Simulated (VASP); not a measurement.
Here is a VASP 6.6.1 calculation.

INCAR

```
PREC = Accurate
ENCUT = 520
EDIFF = 1E-6
ISMEAR = 0
SIGMA = 0.2
LREAL = F
LASPH = T
NELM = 80
ALGO = Normal
ISIF = 2
LWAVE = F
LCHARG = F
GGA = PE
NBANDS = 34
```

Contents of KPOINTS:

```
Automatic mesh
0
Gamma
  12 12 2
```

File POSCAR:

```
B4PdRu2
1.0
    2.8955468790     -0.0000726194      0.0000027615
   -1.4478357620      2.5075127269     -0.0000223398
   -0.0000147026     -0.0002415998      9.5934297117
B Ru Pd
4 2 1
Direct
    0.3333366704      0.6666686145      0.5435011380
    0.6666735799      0.3333592366      0.6104489257
    0.6666921416      0.3333424989      0.1531910047
    0.3333558515      0.6666633098      0.2328728229
    0.6666704006      0.3333470224      0.3833305117
    0.3333732164      0.6666546163      0.0143668656
   -0.0001018603     -0.0000352986      0.7652887313
```

Potentials or basis: VASP PAW PBE potentials, release 64 (B, Ru_pv, Pd).

The run is started by

```bash
$ cat potpaw_PBE.64/B/POTCAR potpaw_PBE.64/Ru_pv/POTCAR potpaw_PBE.64/Pd/POTCAR > POTCAR
$ mpirun -np 1 vasp_std > vasp.out
```

Q: Estimate the band gap on the k mesh.

A: Zero (band 25 reaches 10.71 eV, above the bottom of band 26 at 8.89 eV).

Q: Predict the pressure.

A: 0.0 GPa.

Forces in eV/Å, atoms in the order of the input:
```
B    0.000  0.000  0.005
B   -0.001 -0.001 -0.008
B    0.000  0.000  0.014
B    0.000  0.000  0.011
Ru   0.000  0.000  0.001
Ru   0.000  0.000 -0.034
Pd   0.000  0.001  0.011
```
